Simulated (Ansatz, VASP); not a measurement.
One calculation of Se, two programs

```xyz
3
Lattice="4.2927 0.0000 0.0000 -2.1463 3.7176 0.0000 0.0000 0.0000 5.0409" Properties=species:S:1:pos:R:3 pbc="T T T"
Se    0.9807    0.0000    1.6803
Se   -0.4904    0.8493    3.3606
Se    1.6560    2.8682    0.0000
```

Alike in both runs: task single point; functional r2SCAN; k mesh 6 × 6 × 4; occupations gaussian, width 0.5 eV; no spin polarisation.

|  | VASP | Ansatz |
| --- | --- | --- |
| version | VASP 6.6.1 | Ansatz 0.2.0 |
| potentials or method | VASP PAW PBE potentials, release 64 (Se) | plane waves |
| plane-wave cutoff (eV) | 520 | 500 |
| valence electrons in the cell | 18 | 48 |

VASP gave:

```
pressure (GPa)                                                : 0.8
traceless stress, the component that is largest in VASP (GPa) : -0.09
rms of the force components (eV/Å)                            : 0.024
```

Estimate Ansatz's values.

pressure (GPa): 0.8; traceless stress, the component that is largest in VASP (GPa): -0.08; rms of the force components (eV/Å): 0.026.

VASP's potentials were made for PBE, not for r2SCAN. Atom by atom the forces differ by 0.002 eV/Å (rms over components). With one functional, cell and mesh, what is left measures potentials, basis and numerics. VASP's potentials hold 18 valence electrons a cell and Ansatz's 48, so a difference there can come from the potentials and not from the codes.
